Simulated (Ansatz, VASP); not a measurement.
## One calculation of Ge4As, two programs

```
CELL_PARAMETERS angstrom
4.94444 0.00000 0.00000
0.00000 4.94444 0.00000
0.00000 0.00000 4.94444
ATOMIC_POSITIONS crystal
Ge 0.50000 0.50000 0.50000
Ge 0.50000 0.00000 0.00000
Ge 0.00000 0.50000 0.00000
Ge 0.00000 0.00000 0.50000
As 0.00000 0.00000 0.00000
```

Alike in both runs: task relaxation of cell and atoms; functional PBE; k mesh 8 × 8 × 8; occupations gaussian, width 0.1 eV; no spin polarisation.

|  | VASP | Ansatz |
| --- | --- | --- |
| version | VASP 6.6.1 | Ansatz 0.2.0 |
| potentials or method | VASP PAW PBE potentials, release 64 (Ge_d, As), cutoff 600 eV | scalar-relativistic, plane waves, PAW |
| valence electrons in the cell | 61 | 71 |

```tsv
	VASP	Ansatz	Ansatz less VASP
gap on the k mesh at the Fermi level, each at its own relaxed structure (eV)	none	none	-
relaxed volume (Å³/atom)	25.31	25.20	-0.109
relaxed length of the cell vector where the two differ most in proportion (Å)	5.021	5.013	-0.0072
```

A gap of «none» marks a metal or a gap that the smearing closes. VASP's potentials hold 61 valence electrons a cell and Ansatz's 71, so a difference there can come from the potentials and not from the codes.
